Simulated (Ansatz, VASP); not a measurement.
Si2B in VASP and in Ansatz

File INCAR:

```
PREC = Accurate ; ENCUT = 600
EDIFF = 1E-6 ; ISMEAR = 0
SIGMA = 0.1 ; LREAL = F
LASPH = T ; NELM = 80
ALGO = Normal ; ISIF = 3
LWAVE = F ; LCHARG = F
GGA = PE ; IBRION = 2
NSW = 100 ; EDIFFG = -0.01
```

File KPOINTS:

```
Automatic mesh
0
Gamma
  12 12 6
```

The input POSCAR:

```
Si2B
1.0
    3.3345986233      0.0000000000      0.0000000000
    0.0000000000      3.3345986233      0.0000000000
    0.0000000000      0.0000000000      6.1925894904
Si B
4 2
Direct
    0.0000000000      0.0000000000      0.0000000000
    0.5000000000      0.5000000000      0.0000000000
    0.5000000000      0.0000000000      0.6454987071
    0.0000000000      0.5000000000      0.3545012929
    0.5000000000      0.0000000000      0.3105434288
    0.0000000000      0.5000000000      0.6894565712
```

Input for Ansatz:

```yaml
crystal:
  lattice:
    - [3.3345986233, 0.0, 0.0]
    - [0.0, 3.3345986233, 0.0]
    - [0.0, 0.0, 6.1925894904]
  atoms:
    - { symbol: Si, position: [0.0, 0.0, 0.0] }
    - { symbol: Si, position: [0.5, 0.5, 0.0] }
    - { symbol: Si, position: [0.5, 0.0, 0.6454987071] }
    - { symbol: Si, position: [0.0, 0.5, 0.3545012929] }
    - { symbol: B, position: [0.5, 0.0, 0.3105434288] }
    - { symbol: B, position: [0.0, 0.5, 0.6894565712] }
basis:
  ecutwfc: 420
kpoints:
  mp_grid: { grid: [12, 12, 6] }
hamiltonian:
  xc: pbe
scf:
  occupations: { method: gaussian, width: 0.1 }
output:
  forces: true
  stress: true
  eigenvalues: true
relax:
  adjacent_minimum: "off"
  f_tol: 0.01
  max_steps: 80
  cell: { stress_tol: 0.05 }
```

Alike in both runs: task relaxation of cell and atoms; functional PBE; k mesh 12 × 12 × 6; occupations gaussian, width 0.1 eV; no spin polarisation.

|  | VASP | Ansatz |
| --- | --- | --- |
| version | VASP 6.6.1 | Ansatz 0.2.0 |
| potentials or method | VASP PAW PBE potentials, release 64 (Si, B), cutoff 600 eV | scalar-relativistic, plane waves, PAW |
| valence electrons in the cell | 22 | 22 |

```tsv
	VASP	Ansatz	Ansatz less VASP
gap on the k mesh at the Fermi level, each at its own relaxed structure (eV)	none	none	-
relaxed volume (Å³/atom)	11.66	11.67	+0.008
relaxed length of the cell vector where the two differ most in proportion (Å)	3.290	3.291	+0.0008
```

A gap of «none» marks a metal or a gap that the smearing closes.
